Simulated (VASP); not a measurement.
# CdS (P6_3mc) in VASP: single point with r2SCAN

Aim: the single point of CdS with r2SCAN.

Everything below comes from runs of VASP 6.6.1. Logs are shortened: lines on timing, memory, paths and dates and some standing lists are left out, and cuts for length are marked.

### Step 1. The cell of the first run

It takes space group P6_3mc (No. 186, hexagonal). The conventional cell has a = 4.094 Å, b = 4.094 Å, c = 6.646 Å, α = 90.00°, β = 90.00°, γ = 120.00°. Within 3.3 Å of Cd (site symmetry 3m) lie 4 S at 2.49 to 2.51 Å. S (site symmetry 3m) has 4 Cd at 2.49 to 2.51 Å within 3.3 Å.

### Step 2. Single point, r2SCAN, non-collinear spin, zero start, spin-orbit coupling

The input, POSCAR:

```
CdS
1.0
    4.0939120434      0.0000000000      0.0000000000
   -2.0469560217      3.5454318304      0.0000000000
    0.0000000000      0.0000000000      6.6459482979
Cd S
2 2
Direct
    0.6666666667      0.3333333333      0.5000000000
    0.3333333333      0.6666666667      0.0000000000
    0.6666666667      0.3333333333      0.8750000000
    0.3333333333      0.6666666667      0.3750000000
```

The input, INCAR.step1:

```
SYSTEM = CdS
PREC = Accurate ; ENCUT = 550
ISMEAR = -1 ; SIGMA = 0.05
LREAL = .False. ; LASPH = .True.
NELM = 200 ; MAGMOM = 0 0 0 0 0 0 0 0 0 0 0 0
LSORBIT = .True. ; GGA_COMPAT = .False.
NBANDS = 50 ; GGA = PE
ALGO = Normal ; EDIFF = 1E-5
LWAVE = .True. ; LCHARG = .False.
```

The input, INCAR.step2:

```
SYSTEM = CdS
PREC = Accurate ; ENCUT = 550
EDIFF = 1E-6 ; ISMEAR = -1
SIGMA = 0.05 ; LREAL = .False.
LASPH = .True. ; NELM = 200
ALGO = Normal ; ISIF = 2
LWAVE = .False. ; LCHARG = .False.
MAGMOM = 0 0 0 0 0 0 0 0 0 0 0 0 ; LORBIT = 11
LSORBIT = .True. ; GGA_COMPAT = .False.
LORBMOM = .True. ; METAGGA = R2SCAN
LMIXTAU = .True. ; NBANDS = 50
ISTART = 1
```

The input, KPOINTS:

```
regular mesh
0
Gamma
  7 7 4
  0 0 0
```

Potentials or basis: VASP PAW PBE potentials, release 64 (Cd, S).

Command:

```bash
> cat potpaw_PBE.64/Cd/POTCAR potpaw_PBE.64/S/POTCAR > POTCAR
> cp INCAR.step1 INCAR
> mpirun -np 1 vasp_ncl > vasp.out
> cp INCAR.step2 INCAR
> mpirun -np 1 vasp_ncl > vasp.out
```

OUTCAR:

```text
SYSTEM = CdS
   PREC = Accurate
   ENCUT = 550
   EDIFF = 1E-6
   ISMEAR = -1
   LREAL = .False.
   LASPH = .True.
   NELM = 200
   ISIF = 2
   LORBIT = 11
   LSORBIT = .True.
   METAGGA = R2SCAN
   ISTART = 1

 ion  position               nearest neighbor table
   1  0.667  0.333  0.500-   3 2.49   4 2.51   4 2.51   4 2.51
   2  0.333  0.667  0.000-   4 2.49   3 2.51   3 2.51   3 2.51
   3  0.667  0.333  0.875-   1 2.49   2 2.51   2 2.51   2 2.51
   4  0.333  0.667  0.375-   2 2.49   1 2.51   1 2.51   1 2.51

  LATTYP: Found a hexagonal cell.
 ALAT       =     4.0939120434
 C/A-ratio  =     1.6233734940

  Lattice vectors:

 A1 = (   4.0939120434,   0.0000000000,   0.0000000000)
 A2 = (  -2.0469560217,   3.5454318304,   0.0000000000)
 A3 = (   0.0000000000,   0.0000000000,   6.6459482979)

Analysis of symmetry for initial positions (statically):
=====================================================================
 Subroutine PRICEL returns:
 Original cell was already a primitive cell.

 Routine SETGRP: Setting up the symmetry group for a
 hexagonal supercell.

 Subroutine GETGRP returns: Found 12 space group operations
 (whereof  6 operations were pure point group operations)
 out of a pool of 24 trial point group operations.

The static configuration has the point symmetry C_3v.
 The point group associated with its full space group is C_6v.

Analysis of symmetry for dynamics (positions and initial velocities):
=====================================================================
 Subroutine PRICEL returns:
 Original cell was already a primitive cell.

 Routine SETGRP: Setting up the symmetry group for a
 hexagonal supercell.

 Subroutine GETGRP returns: Found 12 space group operations
 (whereof  6 operations were pure point group operations)
 out of a pool of 24 trial point group operations.

The dynamic configuration has the point symmetry C_3v.
 The point group associated with its full space group is C_6v.

Analysis of structural, dynamic, and magnetic symmetry:
=====================================================================
 Subroutine PRICEL returns:
 Original cell was already a primitive cell.

 Routine SETGRP: Setting up the symmetry group for a
 hexagonal supercell.

 Subroutine GETGRP returns: Found 12 space group operations
 (whereof  6 operations were pure point group operations)
 out of a pool of 24 trial point group operations.

The overall configuration has the point symmetry C_3v.
 The point group associated with its full space group is C_6v.

 Subroutine INISYM returns: Found 12 space group operations
 (whereof  6 operations are pure point group operations),
 and found     1 'primitive' translations

----------------------------------------------------------------------------------------

                                     Primitive cell

  volume of cell :      96.4639

  direct lattice vectors                    reciprocal lattice vectors
     4.093912043  0.000000000  0.000000000     0.244265140  0.141026545  0.000000000
    -2.046956022  3.545431830  0.000000000     0.000000000  0.282053089  0.000000000
     0.000000000  0.000000000  6.645948298     0.000000000  0.000000000  0.150467617

  length of vectors
     4.093912043  4.093912043  6.645948298     0.282053089  0.282053089  0.150467617

  position of ions in fractional coordinates (direct lattice)
     0.666666667  0.333333333  0.500000000
     0.333333333  0.666666667  0.000000000
     0.666666667  0.333333333  0.875000000
     0.333333333  0.666666667  0.375000000

  ion indices of the primitive-cell ions
   primitive index   ion index
                 1           1
                 2           2
                 3           3
                 4           4

[... 115 lines left out ...]
  ext. energy  EPLUGINS =         0.00000000
  ---------------------------------------------------
  free energy    TOTEN  =       -59.37230154 eV

  energy without entropy =      -59.37230154  energy(sigma->0) =      -59.37230154

 E-fermi :   2.1986     XC(G=0):  -9.8690

 val. band max:        1.3081666400   @ k =   0.0000   0.0000   0.0000
 cond. band min:       3.0501164345   @ k =   0.0000   0.0000   0.0000
 fundamental gap:      1.7419497945
 Fermi energy:         2.1985659397

 k-point     1 :       0.0000    0.0000    0.0000
  band No.  band energies     occupation
      1     -11.7683      1.00000
      2     -11.7683      1.00000
      3     -11.3023      1.00000
      4     -11.3023      1.00000
      5      -7.0193      1.00000
      6      -7.0193      1.00000
[... 1213 lines left out ...]
     47       8.9492      0.00000
     48       8.9933      0.00000

 [... further k-points ...]

 [bands above 48 left out]

------------------------ aborting loop because EDIFF is reached ----------------------------------------

  FORCE on cell =-STRESS in cart. coord.  units (eV):
  Direction    XX          YY          ZZ          XY          YZ          ZX
  --------------------------------------------------------------------------------------
  -------------------------------------------------------------------------------------
  Total        2.1585834      2.1585834      2.6238757      0.0000000      0.0000000      0.0000000
  in kB       35.8521179     35.8521179     43.5802007      0.0000000      0.0000000      0.0000000
  external PRESSURE =      38.4281455 kB  Pullay stress =       0.0000000 kB

 VOLUME and BASIS-vectors are now :
 -----------------------------------------------------------------------------
  energy-cutoff  :      550.00
  volume of cell :       96.46
      direct lattice vectors                 reciprocal lattice vectors
     4.093912043  0.000000000  0.000000000     0.244265140  0.141026545  0.000000000
    -2.046956022  3.545431830  0.000000000     0.000000000  0.282053089  0.000000000
     0.000000000  0.000000000  6.645948298     0.000000000  0.000000000  0.150467617

 POSITION                                       TOTAL-FORCE (eV/Angst)
 -----------------------------------------------------------------------------------
      2.04696      1.18181      3.32297         0.000000     -0.000000     -0.079580
     -0.00000      2.36362      0.00000        -0.000000     -0.000000     -0.079580
      2.04696      1.18181      5.81520         0.000000      0.000000      0.079580
     -0.00000      2.36362      2.49223        -0.000000     -0.000000      0.079580
 -----------------------------------------------------------------------------------
    total drift:                               -0.000000      0.000000      0.003077

  FREE ENERGIE OF THE ION-ELECTRON SYSTEM (eV)
  ---------------------------------------------------
  free  energy   TOTEN  =       -59.3723015438 eV

  energy  without entropy=      -59.3723015430  energy(sigma->0) =      -59.37230154

 orbital moment (x)

 # of ion     p       d       tot
 ----------------------------------------
  1        -0.000  -0.000  -0.000
  2        -0.000   0.000   0.000
  3        -0.000   0.000  -0.000
  4        -0.000   0.000  -0.000
 ----------------------------------------
           -0.000  -0.000  -0.000

 orbital moment (y)

 # of ion     p       d       tot
 ----------------------------------------
  1         0.000  -0.000  -0.000
  2         0.000  -0.000  -0.000
  3         0.000   0.000   0.000
  4         0.000   0.000   0.000
 ----------------------------------------
            0.000  -0.000  -0.000

 orbital moment (z)

 # of ion     p       d       tot
 ----------------------------------------
  1         0.000  -0.000  -0.000
  2         0.000   0.000   0.000
  3         0.000   0.000   0.000
  4         0.000   0.000   0.000
 ----------------------------------------
            0.000  -0.000  -0.000

 Spin-Orbit-Coupling matrix elements

 Ion:    1  E_soc:     -0.0551547
 l=   1
     0.0000000    -0.0023467    -0.0023355
    -0.0023467     0.0000000    -0.0023467
    -0.0023355    -0.0023467     0.0000000
 l=   2
     0.0000000    -0.0013616     0.0000000    -0.0013616    -0.0055015
    -0.0013616     0.0000000    -0.0041262    -0.0013483    -0.0013616
     0.0000000    -0.0041262     0.0000000    -0.0041262     0.0000000
    -0.0013616    -0.0013483    -0.0041262     0.0000000    -0.0013616
    -0.0055015    -0.0013616     0.0000000    -0.0013616     0.0000000
 l=   3
     0.0000000     0.0000000     0.0000000     0.0000000     0.0000000     0.0000000     0.0000000
     0.0000000     0.0000000     0.0000000     0.0000000     0.0000000     0.0000000     0.0000000
     0.0000000     0.0000000     0.0000000     0.0000000     0.0000000     0.0000000     0.0000000
     0.0000000     0.0000000     0.0000000     0.0000000     0.0000000     0.0000000     0.0000000
[... 49 lines left out ...]
 l=   2
     0.0000000     0.0000000     0.0000000     0.0000000     0.0000000
     0.0000000     0.0000000     0.0000000     0.0000000     0.0000000
     0.0000000     0.0000000     0.0000000     0.0000000     0.0000000
     0.0000000     0.0000000     0.0000000     0.0000000     0.0000000
     0.0000000     0.0000000     0.0000000     0.0000000     0.0000000
 l=   3
     0.0000000     0.0000000     0.0000000     0.0000000     0.0000000     0.0000000     0.0000000
     0.0000000     0.0000000     0.0000000     0.0000000     0.0000000     0.0000000     0.0000000
     0.0000000     0.0000000     0.0000000     0.0000000     0.0000000     0.0000000     0.0000000
     0.0000000     0.0000000     0.0000000     0.0000000     0.0000000     0.0000000     0.0000000
     0.0000000     0.0000000     0.0000000     0.0000000     0.0000000     0.0000000     0.0000000
     0.0000000     0.0000000     0.0000000     0.0000000     0.0000000     0.0000000     0.0000000
     0.0000000     0.0000000     0.0000000     0.0000000     0.0000000     0.0000000     0.0000000

 total charge

# of ion       s       p       d       tot
------------------------------------------
    1        0.412   0.339   9.583  10.333
    2        0.412   0.339   9.583  10.333
    3        1.310   2.449   0.000   3.758
    4        1.310   2.449   0.000   3.758
--------------------------------------------------
tot          3.443   5.575  19.166  28.184

 magnetization (x)

# of ion       s       p       d       tot
------------------------------------------
    1       -0.000  -0.000   0.000  -0.000
    2        0.000   0.000  -0.000  -0.000
    3       -0.000   0.000   0.000   0.000
    4        0.000   0.000   0.000   0.000
--------------------------------------------------
tot          0.000   0.000  -0.000  -0.000

 magnetization (y)

# of ion       s       p       d       tot
------------------------------------------
    1        0.000   0.000   0.000   0.000
    2        0.000   0.000   0.000   0.000
    3        0.000   0.000   0.000   0.000
    4        0.000   0.000   0.000   0.000
--------------------------------------------------
tot          0.000   0.000   0.000   0.000

 magnetization (z)

# of ion       s       p       d       tot
------------------------------------------
    1       -0.000   0.000   0.000   0.000
    2       -0.000   0.000   0.000   0.000
    3        0.000   0.000   0.000   0.000
    4        0.000   0.000   0.000   0.000
--------------------------------------------------
tot         -0.000   0.000   0.000   0.000
```

Run time: 49 min. Hardware: 1 thread of Oxide Virtual Turin-like, shared host; peak memory 0.63 GiB.

What came out:

* Free energy: -59.3723 eV
* Pressure: 3.8 GPa
* Largest force: 0.080 eV/Å
* Net moment: 0.00 μB per cell
* Valence electrons inside the program's atomic spheres: Cd 10.33; S 3.76

Forces on the atoms (eV/Å):
```
Cd   0.000  0.000 -0.080
Cd   0.000  0.000 -0.080
S    0.000  0.000  0.080
S    0.000  0.000  0.080
```

Stress tensor (GPa, compression positive):
```
3.59 0.00 0.00
0.00 3.59 0.00
0.00 0.00 4.36
```

Moments on the atoms (μB; x, y, z):
```
Cd  0.00 0.00 0.00
Cd  0.00 0.00 0.00
S   0.00 0.00 0.00
S   0.00 0.00 0.00
```

Caveat: the cell stands under pressure; the PAW data sets were made with another functional, which shifts forces and pressure a little.
